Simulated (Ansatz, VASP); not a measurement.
This is a calculation of TiC for Ansatz 0.2.0.

Contents of input.yaml:

```yaml
crystal:
  lattice:
    - [0.0, 2.1215080947, 2.1215080947]
    - [2.1215080947, 0.0, 2.1215080947]
    - [2.1215080947, 2.1215080947, 0.0]
  atoms:
    - { symbol: Ti, position: [0.0, 0.0, 0.0] }
    - { symbol: C, position: [0.5, 0.5, 0.5] }
hamiltonian:
  xc: { exchange: b88, correlation: pbe }
  pseudopotentials: { kind: paw }
kpoints:
  mp_grid: { grid: [11, 11, 11] }
scf:
  occupations: { method: fermi_dirac, width: 0.05 }
output:
  forces: true
  stress: true
  eigenvalues: true
```

Potentials or basis: Ansatz PAW.

Command:

```console
$ ansatz run input.yaml --threads 2 --pin off --max-ram 5120MiB --backend cpu --events-out ev --progress --plain --runs-dir out
```

**Question.** Translate it to VASP 6.6.1. Potentials there: VASP PAW PBE potentials, release 64 (Ti_sv, C).

**Answer.** As run (the cutoff follows the program's own potentials):

Contents of INCAR:

```
SYSTEM = TiC
  PREC = Accurate
  ENCUT = 600
  EDIFF = 1E-6
  ISMEAR = -1
  SIGMA = 0.05
  LREAL = .False.
  LASPH = .True.
  NELM = 120
  ALGO = Normal
  ISIF = 2
  LWAVE = .False.
  LCHARG = .True.
  GGA = LIBXC
  LIBXC1 = GGA_X_B88
  LIBXC2 = GGA_C_PBE
  LELF = .True.
  LVHAR = .True.
  NBANDS = 15
  GGA_COMPAT = .False.
```

Contents of KPOINTS:

```
regular mesh
0
Gamma
  11 11 11
  0 0 0
```

The input POSCAR:

```
TiC
1.0
    0.0000000000      2.1215080947      2.1215080947
    2.1215080947      0.0000000000      2.1215080947
    2.1215080947      2.1215080947      0.0000000000
Ti C
1 1
Direct
    0.0000000000      0.0000000000      0.0000000000
    0.5000000000      0.5000000000      0.5000000000
```

Potentials or basis: VASP PAW PBE potentials, release 64 (Ti_sv, C).

The run is started by

```sh
$ cat potpaw_PBE.64/Ti_sv/POTCAR potpaw_PBE.64/C/POTCAR > POTCAR
$ mpirun -np 1 vasp_std > vasp.out
```

Both were run:

|  | VASP | Ansatz | Ansatz less VASP |
| --- | --- | --- | --- |
| gap on the k mesh at the Fermi level (eV) | none | none | - |
| pressure (GPa) | 18.0 | 17.9 | -0.10 |

VASP's potentials were made for PBE, not for b88 exchange, pbe correlation. A gap of «none» marks a metal or a gap that the smearing closes. The functional is the same, so the differences come from potentials, cutoffs and numerics.
